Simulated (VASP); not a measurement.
# AlNi (Pm-3m) in VASP: a series of runs, part 3 of 3

VASP 6.6.1. The steps go on from the part before.

## 5. Electric field gradients, PBEsol, collinear spin, ferromagnetic start (volume scaled by 1.02)

Input file INCAR:

```
SYSTEM = AlNi
PREC     = Accurate       ! precision mode
ENCUT    = 520            ! plane-wave cutoff, eV
EDIFF    = 1E-8           ! SCF threshold, eV
ISMEAR   = -1             ! smearing method
SIGMA    = 0.05           ! smearing width, eV
LREAL    = .FALSE.        ! projectors in reciprocal space
LASPH    = .TRUE.         ! aspherical terms in the spheres
NELM     = 150            ! most SCF steps
ALGO     = Normal         ! electronic algorithm
ISIF     = 2              ! what is computed and relaxed
LWAVE    = .FALSE.        ! write WAVECAR
LCHARG   = .FALSE.        ! write CHGCAR
ISPIN    = 2              ! spin polarisation
MAGMOM   = 0 1.5          ! initial moments
LORBIT   = 11             ! projections on sites
LMAXMIX  = 4              ! l up to which the mixer works
GGA      = PS             ! functional
LEFG     = .TRUE.       
NBANDS   = 18             ! bands
```

Input file KPOINTS:

```
Automatic mesh
0
G
  13 13 13
  0 0 0
```

Input file POSCAR:

```
AlNi
1.0
    2.9000800262      0.0000000000      0.0000000000
    0.0000000000      2.9000800262      0.0000000000
    0.0000000000      0.0000000000      2.9000800262
Al Ni
1 1
Direct
    0.0000000000      0.0000000000      0.0000000000
    0.5000000000      0.5000000000      0.5000000000
```

Potentials or basis: VASP PAW PBE potentials, release 64 (Al, Ni).

On the command line:

```bash
$ cat potpaw_PBE.64/Al/POTCAR potpaw_PBE.64/Ni/POTCAR > POTCAR
$ mpirun -np 1 vasp_std > vasp.out
```

OUTCAR:

```text
SYSTEM = AlNi
   PREC = Accurate
   ENCUT = 520
   EDIFF = 1E-8
   ISMEAR = -1
   LREAL = .FALSE.
   LASPH = .TRUE.
   NELM = 150
   ISIF = 2
   ISPIN = 2
   LORBIT = 11
   GGA = PS

 ion  position               nearest neighbor table
   1  0.000  0.000  0.000-   2 2.51   2 2.51   2 2.51   2 2.51   2 2.51   2 2.51   2 2.51   2 2.51

   2  0.500  0.500  0.500-   1 2.51   1 2.51   1 2.51   1 2.51   1 2.51   1 2.51   1 2.51   1 2.51

  LATTYP: Found a simple cubic cell.
 ALAT       =     2.9000800262

  Lattice vectors:

 A1 = (   2.9000800262,   0.0000000000,   0.0000000000)
 A2 = (   0.0000000000,   2.9000800262,   0.0000000000)
 A3 = (   0.0000000000,   0.0000000000,   2.9000800262)

Analysis of symmetry for initial positions (statically):
=====================================================================
 Subroutine PRICEL returns:
 Original cell was already a primitive cell.

 Routine SETGRP: Setting up the symmetry group for a
 simple cubic supercell.

 Subroutine GETGRP returns: Found 48 space group operations
 (whereof 48 operations were pure point group operations)
 out of a pool of 48 trial point group operations.

The static configuration has the point symmetry O_h .

Analysis of symmetry for dynamics (positions and initial velocities):
=====================================================================
 Subroutine PRICEL returns:
 Original cell was already a primitive cell.

 Routine SETGRP: Setting up the symmetry group for a
 simple cubic supercell.

 Subroutine GETGRP returns: Found 48 space group operations
 (whereof 48 operations were pure point group operations)
 out of a pool of 48 trial point group operations.

The dynamic configuration has the point symmetry O_h .

Analysis of structural, dynamic, and magnetic symmetry:
=====================================================================
 Subroutine PRICEL returns:
 Original cell was already a primitive cell.

 Routine SETGRP: Setting up the symmetry group for a
 simple cubic supercell.

 Subroutine GETGRP returns: Found 48 space group operations
 (whereof 48 operations were pure point group operations)
 out of a pool of 48 trial point group operations.

The overall configuration has the point symmetry O_h .

 Subroutine INISYM returns: Found 48 space group operations
 (whereof 48 operations are pure point group operations),
 and found     1 'primitive' translations

----------------------------------------------------------------------------------------

                                     Primitive cell

  volume of cell :      24.3910

  direct lattice vectors                    reciprocal lattice vectors
     2.900080026  0.000000000  0.000000000     0.344818071  0.000000000  0.000000000
     0.000000000  2.900080026  0.000000000     0.000000000  0.344818071  0.000000000
     0.000000000  0.000000000  2.900080026     0.000000000  0.000000000  0.344818071

  length of vectors
     2.900080026  2.900080026  2.900080026     0.344818071  0.344818071  0.344818071
[... 105 lines left out ...]
   LORBIT       =     11    0 simple, 1 ext, 2 COOP (PROOUT), +10 PAW based schemes
   GGA     = PS    functional components
   LHFCALC =     F    Hartree Fock is set to
   AEXX    =    0.0000 exact exchange contribution
   IVDW    =     0    specifies the selected vdW correction
   LEPSILON=     F    determine dielectric tensor
   LRPA    =     F    only Hartree local field effects (RPA)
 spin polarized calculation
  energy-cutoff  :      520.00
  volume of cell :       24.39
 maximum number of plane-waves:       691
 NGX is ok and might be reduce to    24
   NGX = 11   NGY = 11   NGZ = 11

 number of electron      13.0000011 magnetization       0.0007831

 number of electron      13.0000011 magnetization      -0.0000039

 Free energy of the ion-electron system (eV)
  ---------------------------------------------------
  ext. energy  EPLUGINS =         0.00000000
  ---------------------------------------------------
  free energy    TOTEN  =       -11.57462506 eV

  energy without entropy =      -11.56954599  energy(sigma->0) =      -11.57208553

 E-fermi :   9.6216     XC(G=0): -12.0704

 val. band max:        9.5679460344   @ k =   0.3846   0.2308   0.1538
 cond. band min:       9.6792885310   @ k =   0.3846   0.3077   0.1538
 fundamental gap:      0.1113424966
 Fermi energy:         9.6216213302

 spin component 1

 k-point     1 :       0.0000    0.0000    0.0000
  band No.  band energies     occupation
      1      -1.3483      1.00000
      2       6.4964      1.00000
      3       6.4964      1.00000
      4       8.1375      1.00000
      5       8.1375      1.00000
      6       8.1375      1.00000
[... 493 lines left out ...]
     17      31.2222      0.00000
     18      34.0326      0.00000

 [... further k-points ...]

 spin component 2

 k-point     1 :       0.0000    0.0000    0.0000
  band No.  band energies     occupation
      1      -1.3483      1.00000
      2       6.4964      1.00000
      3       6.4964      1.00000
      4       8.1375      1.00000
      5       8.1375      1.00000
      6       8.1375      1.00000
[... 493 lines left out ...]
     17      31.2222      0.00000
     18      34.0326      0.00000

 [... further k-points ...]
[... 5 lines left out ...]
  --------------------------------------------------------------------------------------
  -------------------------------------------------------------------------------------
  Total       -0.9461249     -0.9461249     -0.9461249      0.0000000      0.0000000     -0.0000000
  in kB      -62.1482799    -62.1482799    -62.1482799      0.0000000      0.0000000     -0.0000000
  external PRESSURE =     -62.1482799 kB  Pullay stress =       0.0000000 kB

 VOLUME and BASIS-vectors are now :
 -----------------------------------------------------------------------------
  energy-cutoff  :      520.00
  volume of cell :       24.39
      direct lattice vectors                 reciprocal lattice vectors
     2.900080026  0.000000000  0.000000000     0.344818071  0.000000000  0.000000000
     0.000000000  2.900080026  0.000000000     0.000000000  0.344818071  0.000000000
     0.000000000  0.000000000  2.900080026     0.000000000  0.000000000  0.344818071

 POSITION                                       TOTAL-FORCE (eV/Angst)
 -----------------------------------------------------------------------------------
      0.00000      0.00000      0.00000         0.000000      0.000000      0.000000
      1.45004      1.45004      1.45004         0.000000      0.000000      0.000000
 -----------------------------------------------------------------------------------
    total drift:                                0.000000      0.000000     -0.000000

  FREE ENERGIE OF THE ION-ELECTRON SYSTEM (eV)
  ---------------------------------------------------
  free  energy   TOTEN  =       -11.5746250646 eV

  energy  without entropy=      -11.5695459910  energy(sigma->0) =      -11.57208553

 Electric field gradients (V/A^2)
---------------------------------------------------------------------
 ion       V_xx      V_yy      V_zz      V_xy      V_xz      V_yz
---------------------------------------------------------------------
   1       0.000     0.000     0.000     0.000    -0.000    -0.000
   2       0.000     0.000     0.000     0.000    -0.000     0.000
---------------------------------------------------------------------

 Electric field gradients after diagonalization (V/A^2)
 (convention: |V_zz| > |V_xx| > |V_yy|)
----------------------------------------------------------------------
 ion       V_xx      V_yy      V_zz     asymmetry (V_yy - V_xx)/ V_zz
----------------------------------------------------------------------
   1       0.000     0.000     0.000      -0.060
   2       0.000     0.000     0.000      -0.089
----------------------------------------------------------------------

           NMR quadrupolar parameters

 Cq : quadrupolar parameter    Cq=e*Q*V_zz/h
 eta: asymmetry parameters     (V_yy - V_xx)/ V_zz
 Q  : nuclear electric quadrupole moment in mb (millibarn)
----------------------------------------------------------------------
 ion       Cq(MHz)       eta       Q (mb)
----------------------------------------------------------------------
   1       0.000      -0.060       1.000
   2       0.000      -0.089       1.000
----------------------------------------------------------------------

 total charge

# of ion       s       p       d       tot
------------------------------------------
    1        0.381   0.404   0.000   0.784
    2        0.472   0.503   8.469   9.444
--------------------------------------------------
tot          0.853   0.907   8.469  10.228

 magnetization (x)

# of ion       s       p       d       tot
------------------------------------------
    1       -0.000   0.000   0.000  -0.000
    2        0.000   0.000  -0.000  -0.000
--------------------------------------------------
tot         -0.000   0.000  -0.000  -0.000
```

Wall time 31 s (1 thread of Intel Xeon Platinum 8559C (Emerald Rapids), shared host); peak memory 0.19 GiB.

Results:

| Quantity | Value |
| --- | --- |
| Free energy | -11.5746 eV |
| Pressure | -6.2 GPa |
| Net moment | 0.00 μB per cell |
| Valence electrons inside the program's atomic spheres | Al 0.78; Ni 9.44 |

Caveat: the starting moments collapsed, and a magnetic state may lie lower; without QUAD_EFG the Cq values of the log hold for a quadrupole moment of 1 mb, not for the nuclei; the PAW data sets were made with another functional, which shifts forces and pressure a little.
